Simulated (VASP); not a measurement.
# Mg3CO3 in VASP: a series of runs

Mg3CO3 is run at these levels: PBE; tasks: single point.

All numbers are computed with VASP 6.6.1; they aren't measurements. Logs are shortened: lines on timing, memory, paths and dates and some standing lists are left out, and cuts for length are marked.

## (1) The cell of the first run

The cell holds a slab with vacuum, 7 atoms: a = 3.009 Å, b = 3.009 Å, c = 23.079 Å, α = 90.00°, β = 90.00°, γ = 120.00°.

## (2) Single point, PBE, collinear spin

INCAR

```
ALGO     = Normal         # electronic algorithm
DIPOL    = 0.5 0.5 0.344
EDIFF    = 1E-6           # SCF threshold, eV
ENCUT    = 520            # plane-wave cutoff, eV
GGA      = PE             # functional
IDIPOL   = 3            
ISIF     = 2              # what is computed and relaxed
ISMEAR   = 0              # smearing method
ISPIN    = 2              # spin polarisation
LASPH    = True           # aspherical terms in the spheres
LCHARG   = False          # write CHGCAR
LDIPOL   = True         
LORBIT   = 11             # projections on sites
LREAL    = False          # projectors in reciprocal space
LWAVE    = False          # write WAVECAR
MAGMOM   = 0 0 0 0 0 0 2  # initial moments
NBANDS   = 27             # bands
NELM     = 150            # most SCF steps
PREC     = Accurate       # precision mode
SIGMA    = 0.05           # smearing width, eV
```

KPOINTS

```
k-points
0
Gamma
  9 9 1
```

POSCAR

```
Mg3CO3
1.0
    3.0085896345      0.0000000000      0.0000000000
   -1.5042948172      2.6055150530      0.0000000000
    0.0000000000      0.0000000000     23.0789991983
O Mg C
3 3 1
Direct
    0.3333333333      0.6666666667      0.1733177408
    0.0000000000      0.0000000000      0.2797566348
    0.6666666667      0.3333333333      0.3878522578
    0.6666666667      0.3333333333      0.2265371878
    0.3333333333      0.6666666667      0.3281901435
    0.0000000000      0.0000000000      0.4367173425
    0.5555555556     -0.5555555556      0.5766714182
```

Potentials or basis: VASP PAW PBE potentials, release 64 (O, Mg, C).

Launch:

```
$ cat potpaw_PBE.64/O/POTCAR potpaw_PBE.64/Mg/POTCAR potpaw_PBE.64/C/POTCAR > POTCAR
$ mpirun -np 1 vasp_std > vasp.out
```

OUTCAR:

```text
EDIFF = 1E-6
   ENCUT = 520
   GGA = PE
   ISIF = 2
   ISMEAR = 0
   ISPIN = 2
   LASPH = True
   LORBIT = 11
   LREAL = False
   NELM = 150
   PREC = Accurate

 ion  position               nearest neighbor table
   1  0.333  0.667  0.173-   4 2.13   4 2.13   4 2.13
   2  0.000  0.000  0.280-   5 2.07   5 2.07   5 2.07   4 2.13   4 2.13   4 2.13
   3  0.667  0.333  0.388-   6 2.07   6 2.07   6 2.07   5 2.22   5 2.22   5 2.22
   4  0.667  0.333  0.227-   1 2.13   2 2.13   1 2.13   2 2.13   2 2.13   1 2.13   5 2.92   5 2.92
                             5 2.92
   5  0.333  0.667  0.328-   2 2.07   2 2.07   2 2.07   3 2.22   3 2.22   3 2.22   4 2.92   4 2.92
                             4 2.92   6 3.05   6 3.05   6 3.05
   6  0.000  0.000  0.437-   3 2.07   3 2.07   3 2.07   5 3.05   5 3.05   5 3.05
   7  0.556  0.444  0.577-

  LATTYP: Found a hexagonal cell.
 ALAT       =     3.0085896345
 C/A-ratio  =     7.6710359345

  Lattice vectors:

 A1 = (   3.0085896345,   0.0000000000,   0.0000000000)
 A2 = (  -1.5042948172,   2.6055150530,   0.0000000000)
 A3 = (   0.0000000000,   0.0000000000,  23.0789991983)

Analysis of symmetry for initial positions (statically):
=====================================================================
 Subroutine PRICEL returns:
 Original cell was already a primitive cell.

 Routine SETGRP: Setting up the symmetry group for a
 hexagonal supercell.

 Subroutine GETGRP returns: Found  2 space group operations
 (whereof  2 operations were pure point group operations)
 out of a pool of 24 trial point group operations.

The static configuration has the point symmetry C_1h.

Analysis of symmetry for dynamics (positions and initial velocities):
=====================================================================
 Subroutine PRICEL returns:
 Original cell was already a primitive cell.

 Routine SETGRP: Setting up the symmetry group for a
 hexagonal supercell.

 Subroutine GETGRP returns: Found  2 space group operations
 (whereof  2 operations were pure point group operations)
 out of a pool of 24 trial point group operations.

The dynamic configuration has the point symmetry C_1h.

Analysis of structural, dynamic, and magnetic symmetry:
=====================================================================
 Subroutine PRICEL returns:
 Original cell was already a primitive cell.

 Routine SETGRP: Setting up the symmetry group for a
 hexagonal supercell.

 Subroutine GETGRP returns: Found  2 space group operations
 (whereof  2 operations were pure point group operations)
 out of a pool of 24 trial point group operations.
[... 158 lines left out ...]
  free energy    TOTEN  =       -33.31314300 eV

  energy without entropy =      -33.31052581  energy(sigma->0) =      -33.31183440

 E-fermi :  -2.7766     XC(G=0):  -5.2251

 val. band max:       -2.7969709129   @ k =   0.1111   0.0000   0.0000
 cond. band min:      -2.7227707426   @ k =   0.4444   0.1111   0.0000
 fundamental gap:      0.0742001703
 Fermi energy:        -2.7766406083

 spin component 1

 k-point     1 :       0.0000    0.0000    0.0000
  band No.  band energies     occupation
      1     -23.0916      1.00000
      2     -22.0319      1.00000
      3     -19.5566      1.00000
      4     -12.5017      1.00000
      5      -9.9829      1.00000
      6      -7.7840      1.00000
[... 685 lines left out ...]
     25       7.5784      0.00000
     26       7.9468      0.00000

 [... further k-points ...]

 spin component 2

 k-point     1 :       0.0000    0.0000    0.0000
  band No.  band energies     occupation
      1     -23.1123      1.00000
      2     -22.0279      1.00000
      3     -18.2917      1.00000
      4     -11.5159      1.00000
      5     -10.0104      1.00000
      6      -7.7703      1.00000
[... 685 lines left out ...]
     25       7.7627      0.00000
     26       8.3113      0.00000

 [... further k-points ...]

 [bands above 26 left out]

------------------------ aborting loop because EDIFF is reached ----------------------------------------

 vacuum level on the upper side and lower side of the slab       (xc-potential included)        -1.588         1.590

  FORCE on cell =-STRESS in cart. coord.  units (eV):
  Direction    XX          YY          ZZ          XY          YZ          ZX
  --------------------------------------------------------------------------------------
  -------------------------------------------------------------------------------------
  Total       -1.2933131     -1.3516789     -3.4039361     -0.0505463      0.0293218     -0.0507819
  in kB      -11.4535666    -11.9704535    -30.1452207     -0.4476372      0.2596735     -0.4497243
  external PRESSURE =     -17.8564136 kB  Pullay stress =       0.0000000 kB

 VOLUME and BASIS-vectors are now :
 -----------------------------------------------------------------------------
  energy-cutoff  :      520.00
  volume of cell :      180.91
      direct lattice vectors                 reciprocal lattice vectors
     3.008589634  0.000000000  0.000000000     0.332381654  0.191900638  0.000000000
    -1.504294817  2.605515053  0.000000000     0.000000000  0.383801275  0.000000000
     0.000000000  0.000000000 23.078999198     0.000000000  0.000000000  0.043329435

 POSITION                                       TOTAL-FORCE (eV/Angst)
 -----------------------------------------------------------------------------------
     -0.00000      1.73701      4.00000         0.000030     -0.000017      1.450036
      0.00000      0.00000      6.45650         0.000385     -0.000222      1.367933
      1.50429      0.86851      8.95124         0.008642     -0.004989      0.099639
      1.50429      0.86851      5.22825        -0.000154      0.000089     -2.804752
     -0.00000      1.73701      7.57430         0.000045     -0.000026      0.021744
      0.00000      0.00000     10.07900         0.003346     -0.001932      0.792004
      1.00286      1.15801     13.30900        -0.012294      0.007098     -0.926604
 -----------------------------------------------------------------------------------
    total drift:                               -0.000254      0.000147      0.000488

  FREE ENERGIE OF THE ION-ELECTRON SYSTEM (eV)
  ---------------------------------------------------
  free  energy   TOTEN  =       -33.3131429968 eV

  energy  without entropy=      -33.3105258052  energy(sigma->0) =      -33.31183440

 vacuum level on the upper side and lower side of the slab         3.459         6.737

 total charge

# of ion       s       p       d       tot
------------------------------------------
    1        1.593   3.225   0.000   4.818
    2        1.547   3.556   0.000   5.103
    3        1.554   3.515   0.000   5.069
    4        0.152   0.165   0.069   0.385
    5        0.149   0.171   0.074   0.394
    6        0.174   0.145   0.048   0.366
    7        1.063   0.879   0.000   1.942
--------------------------------------------------
tot          6.231  11.656   0.190  18.077

 magnetization (x)

# of ion       s       p       d       tot
------------------------------------------
    1        0.008   0.683   0.000   0.690
    2       -0.001  -0.001   0.000  -0.002
    3       -0.001  -0.013   0.000  -0.014
    4       -0.007   0.002   0.004   0.000
    5        0.000  -0.000  -0.000  -0.000
    6       -0.008  -0.004   0.000  -0.011
    7        0.019   0.404   0.000   0.423
--------------------------------------------------
tot          0.011   1.071   0.005   1.086
```

stdout:

```text
POSCAR found type information on POSCAR O MgC
 POSCAR found :  3 types and       7 ions
 scaLAPACK will be used
 LDA part: xc-table for (Slater+PW92), standard interpolation
 POSCAR, INCAR and KPOINTS ok, starting setup
 FFT: planning ... GRIDC
 FFT: planning ... GRID_SOFT
 FFT: planning ... GRID
 WAVECAR not read
 entering main loop
```

Wall time 38 min (1 thread of Intel Xeon 8259CL, shared host); peak memory 0.52 GiB.

Results:

| Item | Value |
| --- | --- |
| Free energy | -33.3131 eV |
| Largest force | 2.805 eV/Å |
| Net moment | 1.62 μB per cell |
| Site moments | O +0.69, -0.00, -0.01; Mg +0.00, -0.00, -0.01; C +0.42 μB |
| Valence electrons inside the program's atomic spheres | O 4.82, 5.10, 5.07; Mg 0.39, 0.37 (each value once); C 1.94 |

Forces in eV/Å, atoms in the order of the input:
```
O    0.000  0.000  1.450
O    0.000  0.000  1.368
O    0.009 -0.005  0.100
Mg   0.000  0.000 -2.805
Mg   0.000  0.000  0.022
Mg   0.003 -0.002  0.792
C   -0.012  0.007 -0.927
```

Levels at points of the mesh, in eV from the Fermi level:
Spin up:
```csv
k point,band 12,band 13,band 14,band 15,band 16,band 17,band 18,band 19
"(0.00, 0.00, 0.00)",-1.38,-0.85,-0.85,-0.22,2.49,2.49,2.89,4.24
```
Spin down:
```csv
k point,band 10,band 11,band 12,band 13,band 14,band 15,band 16,band 17
"(0.00, 0.00, 0.00)",-3.13,-2.12,-0.90,0.85,0.85,0.87,3.03,3.18
```

## (3) Single point, PBE, collinear spin

INCAR

```
ALGO = Normal
DIPOL = 0.5 0.5 0.334
EDIFF = 1E-6
ENCUT = 520
GGA = PE
IDIPOL = 3
ISIF = 2
ISMEAR = 0
ISPIN = 2
LASPH = True
LCHARG = False
LDIPOL = True
LORBIT = 11
LREAL = False
LWAVE = False
MAGMOM = 0 0 0 0 0 0 2
NBANDS = 27
NELM = 150
PREC = Accurate
SIGMA = 0.05
```

KPOINTS is that of step 2.

POSCAR: that of step 2 with these lines changed.

```diff
@@ -14,2 +14,2 @@
     0.0000000000      0.0000000000      0.4367173425
-    0.5555555556     -0.5555555556      0.5766714182
+    0.7777777778     -0.7777777778      0.5060444388
```

Potentials or basis: VASP PAW PBE potentials, release 64 (O, Mg, C).

Launch:

```
$ cat potpaw_PBE.64/O/POTCAR potpaw_PBE.64/Mg/POTCAR potpaw_PBE.64/C/POTCAR > POTCAR
$ mpirun -np 1 vasp_std > vasp.out
```

It took 42 min on 1 thread of Intel Xeon 8259CL, shared host; peak memory 0.52 GiB.

Results (log left out):

```yaml
Free_energy: -34.5532 eV
Largest_force: 2.548 eV/Å
Net_moment: 1.29 μB per cell
Site_moments: O +0.10, +0.01, +0.06; Mg +0.00, +0.04 (each value once); C +0.53 μB
Valence_electrons_inside_the_program's_atomic_spheres: O 4.82, 5.10, 5.07; Mg 0.39, 0.45 (each value once); C 2.10
```

Forces in eV/Å, atoms in the order of the input:
```
O    0.021 -0.012  1.348
O   -0.004  0.002  1.041
O   -0.116  0.067 -0.515
Mg  -0.019  0.011 -2.548
Mg   0.000  0.000  0.393
Mg   1.361 -0.786 -1.268
C   -1.243  0.718  1.550
```

Levels at points of the mesh, in eV from the Fermi level:
Spin up:
```tsv
k point	band 11	band 12	band 13	band 14	band 15	band 16	band 17	band 18	band 19	band 20
(0.00, 0.00, 0.00)	-1.96	-0.65	-0.18	0.73	1.95	2.12	3.07	4.81	6.04	7.58
```
Spin down:
| k point | band 9 | band 10 | band 11 | band 12 | band 13 | band 14 | band 15 | band 16 | band 17 | band 18 |
| --- | --- | --- | --- | --- | --- | --- | --- | --- | --- | --- |
| (0.00, 0.00, 0.00) | -2.35 | -2.35 | -0.73 | 0.00 | 0.08 | 0.95 | 2.71 | 2.97 | 3.33 | 4.91 |

Caveat: a moment this small can come from the mesh or the smearing.
